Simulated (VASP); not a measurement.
# Ba (Fd-3m) in VASP: a series of runs

Ba is run at these levels: LDA; tasks: single point.

Program: VASP 6.6.1. These are calculated values, not measurements. Logs are shortened: lines on timing, memory, paths and dates and some standing lists are left out, and cuts for length are marked.

**1. The cell of the first run**

Symmetry: Fd-3m, No. 227, cubic system. Conventional cell: a = 7.063 Å, b = 7.063 Å, c = 7.063 Å, α = 90.00°, β = 90.00°, γ = 90.00°. Within 4.0 Å of Ba (site symmetry -43m) lie 4 Ba at 3.06 Å.

**2. Single point, LDA**

The input, INCAR:

```
SYSTEM = Ba
ALGO = Normal ; EDIFF = 1E-6
ENCUT = 500 ; GGA_COMPAT = .False.
ISIF = 2 ; ISMEAR = -1
LASPH = .True. ; LCHARG = .False.
LREAL = .False. ; LWAVE = .False.
NBANDS = 17 ; NELM = 120
PREC = Accurate ; SIGMA = 0.05
```

The input, KPOINTS:

```
k-points
0
Gamma
  9 9 9
  0 0 0
```

The input, POSCAR:

```
Ba
1.0
    0.0000000000      3.5315935808      3.5315935808
    3.5315935808      0.0000000000      3.5315935808
    3.5315935808      3.5315935808      0.0000000000
Ba
2
Direct
   -0.1250000000     -0.1250000000     -0.1250000000
    0.1250000000      0.1250000000      0.1250000000
```

Potentials or basis: VASP PAW LDA potentials, release 64 (Ba_sv).

Launch:

```sh
$ cat potpaw_LDA.64/Ba_sv/POTCAR > POTCAR
$ mpirun -np 1 vasp_std > vasp.out
```

OUTCAR:

```text
SYSTEM = Ba
   EDIFF = 1E-6
   ENCUT = 500
   ISIF = 2
   ISMEAR = -1
   LASPH = .True.
   LREAL = .False.
   NELM = 120
   PREC = Accurate

 ion  position               nearest neighbor table
   1  0.875  0.875  0.875-   2 3.06   2 3.06   2 3.06   2 3.06
   2  0.125  0.125  0.125-   1 3.06   1 3.06   1 3.06   1 3.06

  LATTYP: Found a face centered cubic cell.
 ALAT       =     7.0631871616

  Lattice vectors:

 A1 = (   0.0000000000,   3.5315935808,   3.5315935808)
 A2 = (   3.5315935808,   0.0000000000,   3.5315935808)
 A3 = (   3.5315935808,   3.5315935808,   0.0000000000)

Analysis of symmetry for initial positions (statically):
=====================================================================
 Subroutine PRICEL returns:
 Original cell was already a primitive cell.

 Routine SETGRP: Setting up the symmetry group for a
 face centered cubic supercell.

 Subroutine GETGRP returns: Found 48 space group operations
 (whereof 12 operations were pure point group operations)
 out of a pool of 48 trial point group operations.

The static configuration has the point symmetry D_3d.
 The point group associated with its full space group is O_h .

Analysis of symmetry for dynamics (positions and initial velocities):
=====================================================================
 Subroutine PRICEL returns:
 Original cell was already a primitive cell.

 Routine SETGRP: Setting up the symmetry group for a
 face centered cubic supercell.

 Subroutine GETGRP returns: Found 48 space group operations
 (whereof 12 operations were pure point group operations)
 out of a pool of 48 trial point group operations.

The dynamic configuration has the point symmetry D_3d.
 The point group associated with its full space group is O_h .

 Subroutine INISYM returns: Found 48 space group operations
 (whereof 12 operations are pure point group operations),
 and found     1 'primitive' translations

----------------------------------------------------------------------------------------

                                     Primitive cell

  volume of cell :      88.0932

  direct lattice vectors                    reciprocal lattice vectors
     0.000000000  3.531593581  3.531593581    -0.141579145  0.141579145  0.141579145
     3.531593581  0.000000000  3.531593581     0.141579145 -0.141579145  0.141579145
     3.531593581  3.531593581  0.000000000     0.141579145  0.141579145 -0.141579145

  length of vectors
     4.994427539  4.994427539  4.994427539     0.245222273  0.245222273  0.245222273

  position of ions in fractional coordinates (direct lattice)
     0.875000000  0.875000000  0.875000000
     0.125000000  0.125000000  0.125000000

  ion indices of the primitive-cell ions
   primitive index   ion index
                 1           1
                 2           2

----------------------------------------------------------------------------------------

 KPOINTS: k-points

Automatic generation of k-mesh.
 Grid dimensions read from file:
 generate k-points for:    9    9    9

 Generating k-lattice:

  Cartesian coordinates                     Fractional coordinates (reciprocal lattice)
    -0.015731016  0.015731016  0.015731016     0.111111111  0.000000000  0.000000000
     0.015731016 -0.015731016  0.015731016     0.000000000  0.111111111  0.000000000
     0.015731016  0.015731016 -0.015731016     0.000000000  0.000000000  0.111111111

  Length of vectors
     0.027246919  0.027246919  0.027246919

  Shift w.r.t. Gamma in fractional coordinates (k-lattice)
     0.000000000  0.000000000  0.000000000

 Subroutine IBZKPT returns following result:
 ===========================================

 Found     35 irreducible k-points:

 Following reciprocal coordinates:
            Coordinates               Weight
  0.000000  0.000000  0.000000      1.000000
  0.111111  0.000000  0.000000      8.000000
  0.222222  0.000000  0.000000      8.000000
  0.333333  0.000000  0.000000      8.000000
  0.444444  0.000000  0.000000      8.000000
  0.111111  0.111111  0.000000      6.000000
[... 16 lines left out ...]
 -0.333333  0.333333  0.000000     12.000000
  0.444444  0.444444  0.000000      6.000000
 [... further k-points ...]
   k-points           NKPTS =     35   k-points in BZ     NKDIM =     35   number of bands    NBANDS=     17
   number of dos      NEDOS =    301   number of ions     NIONS =      2
   total plane-waves  NPLWV =  46656
   dimension x,y,z NGX =    36 NGY =   36 NGZ =   36
   dimension x,y,z NGXF=    72 NGYF=   72 NGZF=   72
   ions per type =               2
   NGX,Y,Z   is equivalent  to a cutoff of  11.98, 11.98, 11.98 a.u.
   NGXF,Y,Z  is equivalent  to a cutoff of  23.97, 23.97, 23.97 a.u.
 SYSTEM =  Ba
   PREC   = accura    normal or accurate (medium, high low for compatibility)
   ISTART =      0    job   : 0-new  1-cont  2-samecut
   ICHARG =      2    charge: 1-file 2-atom 10-const
   ISPIN  =      1    spin polarized calculation?
   LNONCOLLINEAR =      F non collinear calculations
   LSORBIT =      F    spin-orbit coupling
   LASPH  =      T    aspherical Exc in radial PAW
   ENCUT  =  500.0 eV  36.75 Ry    6.06 a.u.   9.11  9.11  9.11*2*pi/ulx,y,z
   NELM   =    120;   NELMIN=  2; NELMDL= -5     # of ELM steps
   EDIFF  = 0.1E-05   stopping-criterion for ELM
   LREAL  =      F    real-space projection
   EDIFFG = 0.1E-04   stopping-criterion for IOM
   NSW    =      0    number of steps for IOM
   IBRION =     -1    ionic relax: 0-MD 1-quasi-New 2-CG
   NFREE  =      0    steps in history (QN), initial steepest desc. (CG)
   ISIF   =      2    stress and relaxation
   ISYM   =      2    0-nonsym 1-usesym 2-fastsym
   POTIM  = 0.5000    time-step for ionic-motion
   TEBEG  =    0.0;   TEEND  =   0.0 temperature during run
   PSTRESS=    0.0 pullay stress
   NELECT =      20.0000    total number of electrons
   NUPDOWN=      -1.0000    fix difference up-down
   EMIN   =  10.00;   EMAX   =-10.00  energy-range for DOS
   EFERMI =   0.00;   METHOD = LEGACY
   ISMEAR =    -1;   SIGMA  =   0.05  broadening in eV -4-tet -1-fermi 0-gaus
   EFERMI_NEDOS =   21; number of points for ismear=-14 and -15
   IALGO  =     38    algorithm
   IMIX   =      4    mixing-type and parameters
     AMIX     =   0.40;   BMIX     =  1.00
     AMIX_MAG =   1.60;   BMIX_MAG =  1.00
  volume/ion in A,a.u.               =      44.05       297.24
  Fermi-wavevector in a.u.,A,eV,Ry     =   0.998706  1.887280 13.570624  0.997413
  Thomas-Fermi vector in A             =   2.130947
   LORBIT       =      0    0 simple, 1 ext, 2 COOP (PROOUT), +10 PAW based schemes
   GGA     = CA    functional components
   LHFCALC =     F    Hartree Fock is set to
   AEXX    =    0.0000 exact exchange contribution
   IVDW    =     0    specifies the selected vdW correction
   LEPSILON=     F    determine dielectric tensor
   LRPA    =     F    only Hartree local field effects (RPA)
 non-spin polarized calculation
  energy-cutoff  :      500.00
  volume of cell :       88.09
 maximum number of plane-waves:      2253
   NGX = 19   NGY = 19   NGZ = 19

 number of electron      20.0000000 magnetization

 Free energy of the ion-electron system (eV)
  ---------------------------------------------------
  ext. energy  EPLUGINS =         0.00000000
  ---------------------------------------------------
  free energy    TOTEN  =        -2.73285918 eV

  energy without entropy =       -2.71900013  energy(sigma->0) =       -2.72592966

 E-fermi :   2.3230     XC(G=0):  -8.7026

 val. band max:        2.3185575041   @ k =   0.3333   0.0000   0.0000
 cond. band min:       2.3262066072   @ k =   0.1111   0.0000   0.0000
 fundamental gap:      0.0076491030
 Fermi energy:         2.3230232229

 k-point     1 :       0.0000    0.0000    0.0000
  band No.  band energies     occupation
      1     -26.9923      2.00000
      2     -25.5143      2.00000
      3     -12.6152      2.00000
      4     -12.6152      2.00000
      5     -12.6152      2.00000
      6     -10.7170      2.00000
[... 9 lines left out ...]
     16       6.4690      0.00000
     17       6.4690      0.00000

 k-point     2 :       0.1111    0.0000    0.0000
  band No.  band energies     occupation
      1     -26.9630      2.00000
      2     -25.5526      2.00000
      3     -12.6501      2.00000
      4     -12.6501      2.00000
      5     -12.6191      2.00000
      6     -10.6927      2.00000
[... 9 lines left out ...]
     16       6.3408      0.00000
     17       6.3408      0.00000

 k-point     3 :       0.2222    0.0000    0.0000
  band No.  band energies     occupation
      1     -26.8811      2.00000
      2     -25.6572      2.00000
      3     -12.7318      2.00000
      4     -12.7318      2.00000
      5     -12.6346      2.00000
      6     -10.6205      2.00000
[... 9 lines left out ...]
     16       6.2801      0.00000
     17       6.2801      0.00000

 k-point     4 :       0.3333    0.0000    0.0000
  band No.  band energies     occupation
      1     -26.7676      2.00000
      2     -25.7961      2.00000
      3     -12.8153      2.00000
      4     -12.8153      2.00000
      5     -12.6609      2.00000
      6     -10.5206      2.00000
[... 9 lines left out ...]
     16       6.8860      0.00000
     17       6.8860      0.00000
[... 343 lines left out ...]
      1     -26.4418      2.00000
      2     -26.1614      2.00000
      3     -13.1872      2.00000
      4     -13.0629      2.00000
      5     -11.8887      2.00000
      6     -11.2957      2.00000
[... 9 lines left out ...]
     16       5.8927      0.00000
     17       6.9773      0.00000

 k-point    23 :      -0.3333    0.3333    0.0000
  band No.  band energies     occupation
      1     -26.4831      2.00000
      2     -26.1176      2.00000
      3     -13.2118      2.00000
      4     -13.0038      2.00000
      5     -12.0115      2.00000
      6     -11.1315      2.00000
[... 9 lines left out ...]
     16       5.8480      0.00000
     17       6.8874      0.00000

 k-point    24 :       0.4444    0.4444    0.0000
  band No.  band energies     occupation
      1     -26.4291      2.00000
      2     -26.1748      2.00000
      3     -13.1212      2.00000
      4     -13.1212      2.00000
      5     -11.7849      2.00000
      6     -11.4780      2.00000
[... 9 lines left out ...]
     16       6.0389      0.00000
     17       7.8254      0.00000

 [... further k-points ...]
[... 5 lines left out ...]
  --------------------------------------------------------------------------------------
  -------------------------------------------------------------------------------------
  Total        1.9936504      1.9936504      1.9936504      0.0000000      0.0000000     -0.0000000
  in kB       36.2591354     36.2591354     36.2591354      0.0000000      0.0000000     -0.0000000
  external PRESSURE =      36.2591354 kB  Pullay stress =       0.0000000 kB

 VOLUME and BASIS-vectors are now :
 -----------------------------------------------------------------------------
  energy-cutoff  :      500.00
  volume of cell :       88.09
      direct lattice vectors                 reciprocal lattice vectors
     0.000000000  3.531593581  3.531593581    -0.141579145  0.141579145  0.141579145
     3.531593581  0.000000000  3.531593581     0.141579145 -0.141579145  0.141579145
     3.531593581  3.531593581  0.000000000     0.141579145  0.141579145 -0.141579145

 POSITION                                       TOTAL-FORCE (eV/Angst)
 -----------------------------------------------------------------------------------
      6.18029      6.18029      6.18029        -0.000000      0.000000      0.000000
      0.88290      0.88290      0.88290         0.000000     -0.000000     -0.000000
 -----------------------------------------------------------------------------------
    total drift:                               -0.000000      0.000000      0.000000

  FREE ENERGIE OF THE ION-ELECTRON SYSTEM (eV)
  ---------------------------------------------------
  free  energy   TOTEN  =        -2.7328591811 eV

  energy  without entropy=       -2.7190001324  energy(sigma->0) =       -2.72592966
```

It took 68 s on 1 thread of Intel Xeon 8259CL, shared host; peak memory 0.19 GiB.

What came out:

```
Free energy            : -2.7329 eV
Pressure               : 3.6 GPa
Band gap on the k mesh : zero (band 10 reaches 2.56 eV, above the bottom of band 11 at 2.23 eV)
```

Levels at points of the mesh, in eV from the Fermi level:
| k point | band 7 | band 8 | band 9 | band 10 | band 11 | band 12 | band 13 | band 14 |
| --- | --- | --- | --- | --- | --- | --- | --- | --- |
| (0.00, 0.00, 0.00) | -13.04 | -13.04 | -1.88 | 0.10 | 0.10 | 1.85 | 1.85 | 1.85 |

Caveat: spin-orbit coupling is left out, which moves the levels of the heavy elements.

**3. Single point, LDA**

The input, INCAR:

```
SYSTEM = Ba
  PREC = Accurate
  ENCUT = 500
  EDIFF = 1E-6
  ISMEAR = -1
  SIGMA = 0.05
  LREAL = .False.
  LASPH = .True.
  NELM = 120
  ALGO = Normal
  ISIF = 2
  LWAVE = .False.
  LCHARG = .True.
  GGA = CA
  LELF = .True.
  LVHAR = .True.
  NBANDS = 17
  GGA_COMPAT = .False.
```

The input, KPOINTS:

```
Automatic mesh
0
Gamma
  9 9 9
  0 0 0
```

POSCAR is that of step 2.

Potentials or basis: VASP PAW LDA potentials, release 64 (Ba_sv).

Launch:

```sh
$ cat potpaw_LDA.64/Ba_sv/POTCAR > POTCAR
$ mpirun -np 1 vasp_std > vasp.out
```

Wall time 76 s (1 thread of Intel Xeon 8259CL, shared host); peak memory 0.19 GiB.

It converged, with:

* Free energy: -2.7329 eV
* Pressure: 3.6 GPa
* Band gap on the k mesh: zero (band 10 reaches 2.56 eV, above the bottom of band 11 at 2.23 eV)

Levels at points of the mesh, in eV from the Fermi level:
| k point | band 8 | band 9 | band 10 | band 11 | band 12 | band 13 |
| --- | --- | --- | --- | --- | --- | --- |
| (0.00, 0.00, 0.00) | -13.04 | -1.88 | 0.10 | 0.10 | 1.85 | 1.85 |

Caveat: spin-orbit coupling is left out, which moves the levels of the heavy elements.
